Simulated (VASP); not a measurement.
# CdS (I-4m2) in VASP: a series of runs

Runs on CdS. Level: r2SCAN. Tasks: single point.

All numbers are computed with VASP 6.6.1; they aren't measurements. Logs are shortened: lines on timing, memory, paths and dates and some standing lists are left out, and cuts for length are marked.

### Step 1. The cell of the first run

Symmetry: I-4m2, No. 119, tetragonal system. The conventional cell has a = 3.786 Å, b = 3.786 Å, c = 5.820 Å, α = 90.00°, β = 90.00°, γ = 90.00°. Within 3.2 Å of Cd (site symmetry -4m2) lie 4 S at 2.39 Å. Within 3.2 Å of S (site symmetry -4m2) lie 4 Cd at 2.39 Å.

### Step 2. Single point, r2SCAN (strain -0.080 along x and y, +0.000 along z)

POSCAR

```
CdS
1.0
    0.0000000000      2.6772000000      2.9100000000
    2.6772000000      0.0000000000      2.9100000000
    2.6772000000      2.6772000000      0.0000000000
Cd S
1 1
Direct
    0.0000000000      0.0000000000      0.0000000000
    0.7500000000      0.7500000000      0.7500000000
```

INCAR.step1

```
SYSTEM = CdS
PREC = Accurate ; ENCUT = 520
ISMEAR = 0 ; SIGMA = 0.05
LREAL = .False. ; LASPH = .True.
NELM = 100 ; NBANDS = 16
GGA = PE ; ALGO = Normal
EDIFF = 1E-4 ; LWAVE = .True.
LCHARG = .False.
```

INCAR.step2

```
SYSTEM = CdS
PREC = Accurate ; ENCUT = 520
EDIFF = 1E-6 ; ISMEAR = 0
SIGMA = 0.05 ; LREAL = .False.
LASPH = .True. ; NELM = 100
ALGO = Normal ; ISIF = 2
LWAVE = .False. ; LCHARG = .False.
METAGGA = R2SCAN ; LMIXTAU = .True.
NBANDS = 16 ; ISTART = 1
```

KPOINTS

```
Automatic mesh
0
Gamma
  8 8 8
  0 0 0
```

Potentials or basis: VASP PAW PBE potentials, release 64 (Cd, S).

Started as:

```console
> cat potpaw_PBE.64/Cd/POTCAR potpaw_PBE.64/S/POTCAR > POTCAR
> cp INCAR.step1 INCAR
> mpirun -np 1 vasp_std > vasp.out
> cp INCAR.step2 INCAR
> mpirun -np 1 vasp_std > vasp.out
```

OUTCAR:

```text
SYSTEM = CdS
   PREC = Accurate
   ENCUT = 520
   EDIFF = 1E-6
   ISMEAR = 0
   LREAL = .False.
   LASPH = .True.
   NELM = 100
   ISIF = 2
   METAGGA = R2SCAN
   ISTART = 1

 ion  position               nearest neighbor table
   1  0.000  0.000  0.000-   2 2.39   2 2.39   2 2.39   2 2.39
   2  0.750  0.750  0.750-   1 2.39   1 2.39   1 2.39   1 2.39

  LATTYP: Found a body centered tetragonal cell.
 ALAT       =     3.7861325492
 C/A-ratio  =     1.5371886548

  Lattice vectors:

 A1 = (  -2.6772000000,   0.0000000000,   2.9100000000)
 A2 = (   2.6772000000,   0.0000000000,   2.9100000000)
 A3 = (   0.0000000000,   2.6772000000,  -2.9100000000)

Analysis of symmetry for initial positions (statically):
=====================================================================
 Subroutine PRICEL returns:
 Original cell was already a primitive cell.

 Routine SETGRP: Setting up the symmetry group for a
 body centered tetragonal supercell.

 Subroutine GETGRP returns: Found  8 space group operations
 (whereof  8 operations were pure point group operations)
 out of a pool of 16 trial point group operations.

The static configuration has the point symmetry D_2d.

Analysis of symmetry for dynamics (positions and initial velocities):
=====================================================================
 Subroutine PRICEL returns:
 Original cell was already a primitive cell.

 Routine SETGRP: Setting up the symmetry group for a
 body centered tetragonal supercell.

 Subroutine GETGRP returns: Found  8 space group operations
 (whereof  8 operations were pure point group operations)
 out of a pool of 16 trial point group operations.

The dynamic configuration has the point symmetry D_2d.

 Subroutine INISYM returns: Found  8 space group operations
 (whereof  8 operations are pure point group operations),
 and found     1 'primitive' translations

----------------------------------------------------------------------------------------

                                     Primitive cell

  volume of cell :      41.7143

  direct lattice vectors                    reciprocal lattice vectors
     0.000000000  2.677200000  2.910000000    -0.186762289  0.186762289  0.171821306
     2.677200000  0.000000000  2.910000000     0.186762289 -0.186762289  0.171821306
     2.677200000  2.677200000  0.000000000     0.186762289  0.186762289 -0.171821306

  length of vectors
     3.954174989  3.954174989  3.786132549     0.315091838  0.315091838  0.315091838

  position of ions in fractional coordinates (direct lattice)
[... 81 lines left out ...]
   EDIFFG = 0.1E-04   stopping-criterion for IOM
   NSW    =      0    number of steps for IOM
   IBRION =     -1    ionic relax: 0-MD 1-quasi-New 2-CG
   NFREE  =      0    steps in history (QN), initial steepest desc. (CG)
   ISIF   =      2    stress and relaxation
   ISYM   =      2    0-nonsym 1-usesym 2-fastsym
   POTIM  = 0.5000    time-step for ionic-motion
   TEBEG  =    0.0;   TEEND  =   0.0 temperature during run
   PSTRESS=    0.0 pullay stress
   NELECT =      18.0000    total number of electrons
   NUPDOWN=      -1.0000    fix difference up-down
   EMIN   =  10.00;   EMAX   =-10.00  energy-range for DOS
   EFERMI =   0.00;   METHOD = LEGACY
   ISMEAR =     0;   SIGMA  =   0.05  broadening in eV -4-tet -1-fermi 0-gaus
   EFERMI_NEDOS =   21; number of points for ismear=-14 and -15
   IALGO  =     38    algorithm
   IMIX   =      4    mixing-type and parameters
     AMIX     =   0.40;   BMIX     =  1.00
     AMIX_MAG =   1.60;   BMIX_MAG =  1.00
  volume/ion in A,a.u.               =      20.86       140.75
  Fermi-wavevector in a.u.,A,eV,Ry     =   1.237098  2.337776 20.822514  1.530412
  Thomas-Fermi vector in A             =   2.371679
   LORBIT       =      0    0 simple, 1 ext, 2 COOP (PROOUT), +10 PAW based schemes
   METAGGA = R2SCAN    functional components
   LHFCALC =     F    Hartree Fock is set to
   AEXX    =    0.0000 exact exchange contribution
   IVDW    =     0    specifies the selected vdW correction
   LEPSILON=     F    determine dielectric tensor
   LRPA    =     F    only Hartree local field effects (RPA)
 non-spin polarized calculation
 Gauss-broadening in eV      SIGMA  =   0.05
  energy-cutoff  :      520.00
  volume of cell :       41.71
 maximum number of plane-waves:      1136
 NGX is ok and might be reduce to    30
   NGX = 15   NGY = 15   NGZ = 15

 number of electron      18.0000001 magnetization

 Free energy of the ion-electron system (eV)
  ---------------------------------------------------
  ext. energy  EPLUGINS =         0.00000000
  ---------------------------------------------------
  free energy    TOTEN  =       -29.22231184 eV

  energy without entropy =      -29.22231184  energy(sigma->0) =      -29.22231184

 E-fermi :   3.1026     XC(G=0): -10.6354

 val. band max:        2.8458938373   @ k =   0.0000   0.0000   0.0000
 cond. band min:       4.7056781689   @ k =   0.0000   0.0000   0.0000
 fundamental gap:      1.8597843315
 Fermi energy:         3.1025608409

 k-point     1 :       0.0000    0.0000    0.0000
  band No.  band energies     occupation
      1     -11.4022      2.00000
      2      -6.1148      2.00000
      3      -6.0395      2.00000
      4      -6.0395      2.00000
      5      -5.3020      2.00000
      6      -5.2330      2.00000
[... 433 lines left out ...]
      3      -5.8270      2.00000
      4      -5.5155      2.00000
      5      -5.2262      2.00000
      6      -5.1221      2.00000
[... 8 lines left out ...]
     15      15.3935      0.00000
     16      16.3895      0.00000

 [... further k-points ...]

------------------------ aborting loop because EDIFF is reached ----------------------------------------

  FORCE on cell =-STRESS in cart. coord.  units (eV):
  Direction    XX          YY          ZZ          XY          YZ          ZX
  --------------------------------------------------------------------------------------
  -------------------------------------------------------------------------------------
  Total        4.8942848      4.8942848      4.8691256      0.0000000     -0.0000000      0.0000000
  in kB      187.9815384    187.9815384    187.0152165      0.0000000     -0.0000000      0.0000000
  external PRESSURE =     187.6594311 kB  Pullay stress =       0.0000000 kB

 VOLUME and BASIS-vectors are now :
 -----------------------------------------------------------------------------
  energy-cutoff  :      520.00
  volume of cell :       41.71
      direct lattice vectors                 reciprocal lattice vectors
     0.000000000  2.677200000  2.910000000    -0.186762289  0.186762289  0.171821306
     2.677200000  0.000000000  2.910000000     0.186762289 -0.186762289  0.171821306
     2.677200000  2.677200000  0.000000000     0.186762289  0.186762289 -0.171821306

 POSITION                                       TOTAL-FORCE (eV/Angst)
 -----------------------------------------------------------------------------------
      0.00000      0.00000      0.00000         0.000000     -0.000000     -0.000000
      4.01580      4.01580      4.36500        -0.000000      0.000000      0.000000
 -----------------------------------------------------------------------------------
    total drift:                               -0.000076     -0.000076     -0.000079

  FREE ENERGIE OF THE ION-ELECTRON SYSTEM (eV)
  ---------------------------------------------------
  free  energy   TOTEN  =       -29.2223118375 eV

  energy  without entropy=      -29.2223118375  energy(sigma->0) =      -29.22231184
```

OSZICAR.step1:

```text
N       E                     dE             d eps       ncg     rms          rms(c)
DAV:   1     0.110706444862E+03    0.11071E+03   -0.93676E+03  1960   0.106E+03
DAV:   2    -0.225372405403E+01   -0.11296E+03   -0.10676E+03  2296   0.261E+02
DAV:   3    -0.613508914082E+01   -0.38814E+01   -0.38754E+01  2312   0.504E+01
DAV:   4    -0.615725171079E+01   -0.22163E-01   -0.22161E-01  2432   0.375E+00
DAV:   5    -0.615750870832E+01   -0.25700E-03   -0.25700E-03  2328   0.380E-01    0.120E+01
DAV:   6    -0.562854226695E+01    0.52897E+00   -0.78893E-01  2768   0.133E+01    0.898E+00
DAV:   7    -0.560083786604E+01    0.27704E-01   -0.26965E-01  2392   0.370E+00    0.373E+00
DAV:   8    -0.560046722545E+01    0.37064E-03   -0.28861E-02  2304   0.233E+00    0.496E-01
DAV:   9    -0.560028766367E+01    0.17956E-03   -0.32312E-03  2264   0.942E-01    0.823E-02
DAV:  10    -0.560033515795E+01   -0.47494E-04   -0.27024E-04  2440   0.235E-01
   1 F= -.56003352E+01 E0= -.56003352E+01  d E =-.305618E-19
```

Wall time 69 s (1 thread of Intel Xeon 6975P-C (Granite Rapids), shared host); peak memory 0.19 GiB.

What came out:

* Free energy: -29.2223 eV
* Pressure: 18.8 GPa
* Band gap on the k mesh: 1.86 eV

Stress tensor (GPa, compression positive):
```
18.80  0.00  0.00
 0.00 18.80  0.00
 0.00  0.00 18.70
```

Caveat: the cell differs from its parent crystal (strain -0.080 along x and y, +0.000 along z); the cell stands under pressure; the PAW data sets were made with another functional, which shifts forces and pressure a little.

### Step 3. Single point, r2SCAN (strain -0.040 along x and y, -0.080 along z)

POSCAR

```
CdS
1.0
    0.0000000000      2.7936000000      2.6772000000
    2.7936000000      0.0000000000      2.6772000000
    2.7936000000      2.7936000000      0.0000000000
Cd S
1 1
Direct
    0.0000000000      0.0000000000      0.0000000000
    0.7500000000      0.7500000000      0.7500000000
```

INCAR.step1

```
SYSTEM = CdS
  PREC = Accurate
  ENCUT = 520
  ISMEAR = 0
  SIGMA = 0.05
  LREAL = .False.
  LASPH = .True.
  NELM = 60
  NBANDS = 16
  GGA = PE
  ALGO = Normal
  EDIFF = 1E-4
  LWAVE = .True.
  LCHARG = .False.
```

INCAR.step2

```
SYSTEM = CdS
  PREC = Accurate
  ENCUT = 520
  EDIFF = 1E-6
  ISMEAR = 0
  SIGMA = 0.05
  LREAL = .False.
  LASPH = .True.
  NELM = 60
  ALGO = Normal
  ISIF = 2
  LWAVE = .False.
  LCHARG = .False.
  METAGGA = R2SCAN
  LMIXTAU = .True.
  NBANDS = 16
  ISTART = 1
```

KPOINTS

```
regular mesh
0
Gamma
  8 8 8
  0 0 0
```

Potentials or basis: VASP PAW PBE potentials, release 64 (Cd, S).

Started as:

```console
> cat potpaw_PBE.64/Cd/POTCAR potpaw_PBE.64/S/POTCAR > POTCAR
> cp INCAR.step1 INCAR
> mpirun -np 1 vasp_std > vasp.out
> cp INCAR.step2 INCAR
> mpirun -np 1 vasp_std > vasp.out
```

Run time: 70 s. Hardware: 1 thread of Intel Xeon 6975P-C (Granite Rapids), shared host; peak memory 0.19 GiB.

It converged, with:

```
Free energy            : -29.2313 eV
Pressure               : 18.8 GPa
Band gap on the k mesh : 1.88 eV
```

Stress tensor (GPa, compression positive):
```
18.92  0.00  0.00
 0.00 18.92  0.00
 0.00  0.00 18.63
```

Levels at points of the mesh, in eV from the valence-band top:
```tsv
k point	band 7	band 8	band 9	band 10	band 11	band 12
(0.00, 0.00, 0.00)	-0.13	-0.13	0.00	1.88	6.84	6.84
(0.50, 0.00, 0.00)	-5.78	-1.25	-1.05	3.57	7.11	7.53
(0.50, 0.50, 0.00)	-4.71	-2.86	-2.86	3.28	4.44	11.04
(0.50, 0.00, 0.50)	-5.02	-2.71	-2.58	3.51	4.87	10.46
```

Caveat: the cell differs from its parent crystal (strain -0.040 along x and y, -0.080 along z); the cell stands under pressure; the PAW data sets were made with another functional, which shifts forces and pressure a little.

### Step 4. Single point, r2SCAN (strain -0.080 along x and y, +0.040 along z)

POSCAR

```
CdS
1.0
    0.0000000000      2.6772000000      3.0264000000
    2.6772000000      0.0000000000      3.0264000000
    2.6772000000      2.6772000000      0.0000000000
Cd S
1 1
Direct
    0.0000000000      0.0000000000      0.0000000000
    0.7500000000      0.7500000000      0.7500000000
```

INCAR.step1

```
  ALGO = Normal
  EDIFF = 1E-4
  ENCUT = 520
  GGA = PE
  ISMEAR = 0
  LASPH = True
  LCHARG = False
  LREAL = False
  LWAVE = True
  NBANDS = 16
  NELM = 100
  PREC = Accurate
  SIGMA = 0.05
```

INCAR.step2

```
  ALGO = Normal
  EDIFF = 1E-6
  ENCUT = 520
  ISIF = 2
  ISMEAR = 0
  ISTART = 1
  LASPH = True
  LCHARG = False
  LMIXTAU = True
  LREAL = False
  LWAVE = False
  METAGGA = R2SCAN
  NBANDS = 16
  NELM = 100
  PREC = Accurate
  SIGMA = 0.05
```

KPOINTS

```
k-points
0
Gamma
  8 8 8
```

Potentials or basis: VASP PAW PBE potentials, release 64 (Cd, S).

Started as:

```console
> cat potpaw_PBE.64/Cd/POTCAR potpaw_PBE.64/S/POTCAR > POTCAR
> cp INCAR.step1 INCAR
> mpirun -np 1 vasp_std > vasp.out
> cp INCAR.step2 INCAR
> mpirun -np 1 vasp_std > vasp.out
```

OUTCAR:

```text
EDIFF = 1E-6
   ENCUT = 520
   ISIF = 2
   ISMEAR = 0
   ISTART = 1
   LASPH = True
   LREAL = False
   METAGGA = R2SCAN
   NELM = 100
   PREC = Accurate

 ion  position               nearest neighbor table
   1  0.000  0.000  0.000-   2 2.42   2 2.42   2 2.42   2 2.42
   2  0.750  0.750  0.750-   1 2.42   1 2.42   1 2.42   1 2.42

  LATTYP: Found a body centered tetragonal cell.
 ALAT       =     3.7861325492
 C/A-ratio  =     1.5986762009

  Lattice vectors:

 A1 = (  -2.6772000000,   0.0000000000,   3.0264000000)
 A2 = (   2.6772000000,   0.0000000000,   3.0264000000)
 A3 = (   0.0000000000,   2.6772000000,  -3.0264000000)

Analysis of symmetry for initial positions (statically):
=====================================================================
 Subroutine PRICEL returns:
 Original cell was already a primitive cell.

 Routine SETGRP: Setting up the symmetry group for a
 body centered tetragonal supercell.

 Subroutine GETGRP returns: Found  8 space group operations
 (whereof  8 operations were pure point group operations)
 out of a pool of 16 trial point group operations.

The static configuration has the point symmetry D_2d.

Analysis of symmetry for dynamics (positions and initial velocities):
=====================================================================
 Subroutine PRICEL returns:
 Original cell was already a primitive cell.

 Routine SETGRP: Setting up the symmetry group for a
 body centered tetragonal supercell.

 Subroutine GETGRP returns: Found  8 space group operations
 (whereof  8 operations were pure point group operations)
 out of a pool of 16 trial point group operations.

The dynamic configuration has the point symmetry D_2d.

[... 111 lines left out ...]
   EMIN   =  10.00;   EMAX   =-10.00  energy-range for DOS
   EFERMI =   0.00;   METHOD = LEGACY
   ISMEAR =     0;   SIGMA  =   0.05  broadening in eV -4-tet -1-fermi 0-gaus
   EFERMI_NEDOS =   21; number of points for ismear=-14 and -15
   IALGO  =     38    algorithm
   IMIX   =      4    mixing-type and parameters
     AMIX     =   0.40;   BMIX     =  1.00
     AMIX_MAG =   1.60;   BMIX_MAG =  1.00
  volume/ion in A,a.u.               =      21.69       146.38
  Fermi-wavevector in a.u.,A,eV,Ry     =   1.221030  2.307412 20.285121  1.490914
  Thomas-Fermi vector in A             =   2.356227
   LORBIT       =      0    0 simple, 1 ext, 2 COOP (PROOUT), +10 PAW based schemes
   METAGGA = R2SCAN    functional components
   LHFCALC =     F    Hartree Fock is set to
   AEXX    =    0.0000 exact exchange contribution
   IVDW    =     0    specifies the selected vdW correction
   LEPSILON=     F    determine dielectric tensor
   LRPA    =     F    only Hartree local field effects (RPA)
 non-spin polarized calculation
 Gauss-broadening in eV      SIGMA  =   0.05
  energy-cutoff  :      520.00
  volume of cell :       43.38
 maximum number of plane-waves:      1186
   NGX = 15   NGY = 15   NGZ = 15

 number of electron      18.0000001 magnetization

 Free energy of the ion-electron system (eV)
  ---------------------------------------------------
  ext. energy  EPLUGINS =         0.00000000
  ---------------------------------------------------
  free energy    TOTEN  =       -29.38480827 eV

  energy without entropy =      -29.38480827  energy(sigma->0) =      -29.38480827

 E-fermi :   2.7614     XC(G=0): -10.4311

 val. band max:        2.4638318087   @ k =   0.0000   0.0000   0.0000
 cond. band min:       4.1764148009   @ k =   0.0000   0.0000   0.0000
 fundamental gap:      1.7125829923
 Fermi energy:         2.7614314685

 k-point     1 :       0.0000    0.0000    0.0000
  band No.  band energies     occupation
      1     -11.4822      2.00000
      2      -6.3138      2.00000
      3      -6.2025      2.00000
      4      -6.2025      2.00000
      5      -5.5762      2.00000
      6      -5.4934      2.00000
[... 433 lines left out ...]
      3      -6.0109      2.00000
      4      -5.7530      2.00000
      5      -5.5086      2.00000
      6      -5.3580      2.00000
[... 8 lines left out ...]
     15      14.7424      0.00000
     16      16.0606      0.00000

 [... further k-points ...]

------------------------ aborting loop because EDIFF is reached ----------------------------------------

  FORCE on cell =-STRESS in cart. coord.  units (eV):
  Direction    XX          YY          ZZ          XY          YZ          ZX
  --------------------------------------------------------------------------------------
  -------------------------------------------------------------------------------------
  Total        3.7497610      3.7497610      3.4027321      0.0000000      0.0000000      0.0000000
  in kB      138.4829205    138.4829205    125.6667514      0.0000000      0.0000000      0.0000000
  external PRESSURE =     134.2108641 kB  Pullay stress =       0.0000000 kB

 VOLUME and BASIS-vectors are now :
 -----------------------------------------------------------------------------
  energy-cutoff  :      520.00
  volume of cell :       43.38
      direct lattice vectors                 reciprocal lattice vectors
     0.000000000  2.677200000  3.026400000    -0.186762289  0.186762289  0.165212794
     2.677200000  0.000000000  3.026400000     0.186762289 -0.186762289  0.165212794
     2.677200000  2.677200000  0.000000000     0.186762289  0.186762289 -0.165212794

 POSITION                                       TOTAL-FORCE (eV/Angst)
 -----------------------------------------------------------------------------------
      0.00000      0.00000      0.00000         0.000000      0.000000      0.000000
      4.01580      4.01580      4.53960        -0.000000     -0.000000     -0.000000
 -----------------------------------------------------------------------------------
    total drift:                               -0.000031     -0.000031     -0.000090

  FREE ENERGIE OF THE ION-ELECTRON SYSTEM (eV)
  ---------------------------------------------------
  free  energy   TOTEN  =       -29.3848082725 eV

  energy  without entropy=      -29.3848082725  energy(sigma->0) =      -29.38480827
```

OUTCAR.step1:

```text
EDIFF = 1E-4
   ENCUT = 520
   GGA = PE
   ISMEAR = 0
   LASPH = True
[... 677 lines left out ...]
 -----------------------------------------------------------------------------------
      0.00000      0.00000      0.00000        -0.000000     -0.000000      0.000000
      4.01580      4.01580      4.53960         0.000000      0.000000     -0.000000
 -----------------------------------------------------------------------------------
    total drift:                                0.000002      0.000002     -0.000005

  FREE ENERGIE OF THE ION-ELECTRON SYSTEM (eV)
  ---------------------------------------------------
  free  energy   TOTEN  =        -5.7760683278 eV

  energy  without entropy=       -5.7760683278  energy(sigma->0) =       -5.77606833
```

Wall time 59 s (1 thread of Intel Xeon 6975P-C (Granite Rapids), shared host); peak memory 0.19 GiB.

Results:

```yaml
Free_energy: -29.3848 eV
Pressure: 13.4 GPa
Band_gap_on_the_k_mesh: 1.71 eV
```

Levels at points of the mesh, in eV from the valence-band top:
| k point | band 7 | band 8 | band 9 | band 10 | band 11 | band 12 |
| --- | --- | --- | --- | --- | --- | --- |
| (0.00, 0.00, 0.00) | -0.53 | 0.00 | 0.00 | 1.71 | 6.88 | 6.97 |
| (0.50, 0.00, 0.00) | -5.48 | -1.43 | -0.81 | 3.29 | 7.02 | 7.90 |
| (0.50, 0.50, 0.00) | -5.33 | -2.18 | -2.18 | 3.95 | 5.46 | 9.33 |
| (0.50, 0.00, 0.50) | -4.44 | -2.89 | -2.57 | 3.28 | 4.33 | 10.80 |

Caveat: the cell differs from its parent crystal (strain -0.080 along x and y, +0.040 along z); the cell stands under pressure; the PAW data sets were made with another functional, which shifts forces and pressure a little.

[end of part 1 of 2]
